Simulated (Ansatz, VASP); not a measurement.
One calculation of WSe2, two programs

```
W Se
1.0
     3.29000    0.00000    0.00000
    -1.64500    2.84922    0.00000
     0.00000    0.00000   12.97000
W Se
2 4
Direct
  0.33333 0.66667 0.25000
  0.66667 0.33333 0.75000
  0.33333 0.66667 0.62100
  0.66667 0.33333 0.12100
  0.33333 0.66667 0.87900
  0.66667 0.33333 0.37900
```

Alike in both runs: task single point; functional PBE; k mesh 9 × 9 × 2; occupations gaussian, width 0.05 eV; no spin polarisation.

```csv
,VASP,Ansatz
version,VASP 6.6.1,Ansatz 0.2.0
potentials or method,"VASP PAW PBE potentials, release 64 (W_sv, Se), cutoff 520 eV","scalar-relativistic, plane waves, PAW"
valence electrons in the cell,52,92
```

|  | VASP | Ansatz | Ansatz less VASP |
| --- | --- | --- | --- |
| gap on the k mesh at the Fermi level (eV) | 1.07 | 1.07 | +0.005 |
| pressure (GPa) | 4.0 | 3.7 | -0.32 |
| traceless stress, the component that is largest in VASP (GPa) | 0.75 | 0.66 | -0.085 |
| rms of the force components (eV/Å) | 0.103 | 0.080 | -0.0228 |

Atom by atom the forces differ by 0.023 eV/Å (rms over components). VASP's potentials hold 52 valence electrons a cell and Ansatz's 92, so a difference there can come from the potentials and not from the codes.

Spin-orbit coupling is off throughout.
